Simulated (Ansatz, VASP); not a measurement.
# One calculation of Ru, two programs

Contents of INCAR:

```
SYSTEM = Ru
PREC = Accurate
ENCUT = 520
EDIFF = 1E-6
ISMEAR = 0
SIGMA = 0.15
LREAL = .FALSE.
LASPH = .TRUE.
NELM = 100
ALGO = Fast
ISIF = 2
LWAVE = .FALSE.
LCHARG = .FALSE.
GGA = PE
NBANDS = 21
```

The input KPOINTS:

```
Automatic mesh
0
G
  21 21 12
  0 0 0
```

Contents of POSCAR:

```
Ru
1.0
    2.6653381873      0.0000000000      0.0000000000
   -1.3326690937      2.3082505799      0.0000000000
    0.0000000000      0.0000000000      4.4740366813
Ru
2
Direct
    0.3333333333      0.6666666667      0.2500000000
    0.6666666667      0.3333333333      0.7500000000
```

Input for Ansatz:

```yaml
crystal:
  lattice:
    - [2.6653381873, 0.0, 0.0]
    - [-1.3326690937, 2.3082505799, 0.0]
    - [0.0, 0.0, 4.4740366813]
  atoms:
    - { symbol: Ru, position: [0.3333333333, 0.6666666667, 0.25] }
    - { symbol: Ru, position: [0.6666666667, 0.3333333333, 0.75] }
basis:
  ecutwfc: 420
kpoints:
  mp_grid: { grid: [21, 21, 12] }
hamiltonian:
  xc: pbe
  pseudopotentials: { kind: paw, azcp: { folder: soft_1 } }
scf:
  occupations: { method: gaussian, width: 0.15 }
output:
  forces: true
  stress: true
  eigenvalues: true
```

Alike in both runs: task single point; functional PBE; k mesh 21 × 21 × 12; occupations gaussian, width 0.15 eV; no spin polarisation.

```csv
,VASP,Ansatz
version,VASP 6.6.1,Ansatz 0.2.0
potentials or method,"VASP PAW PBE potentials, release 64 (Ru_pv), cutoff 520 eV","scalar-relativistic, plane waves, PAW"
valence electrons in the cell,28,32
```

VASP gave:

| Item | Value |
| --- | --- |
| gap on the k mesh at the Fermi level (eV) | none |
| pressure (GPa) | 0.6 |
| traceless stress, the component that is largest in VASP (GPa) | -18.51 |

Question: What did Ansatz give for the same quantities?

Answer: gap on the k mesh at the Fermi level (eV): none; pressure (GPa): 0.7; traceless stress, the component that is largest in VASP (GPa): -18.54.

A gap of «none» marks a metal or a gap that the smearing closes. With one functional, cell and mesh, what is left measures potentials, basis and numerics. VASP's potentials hold 28 valence electrons a cell and Ansatz's 32, so a difference there can come from the potentials and not from the codes.
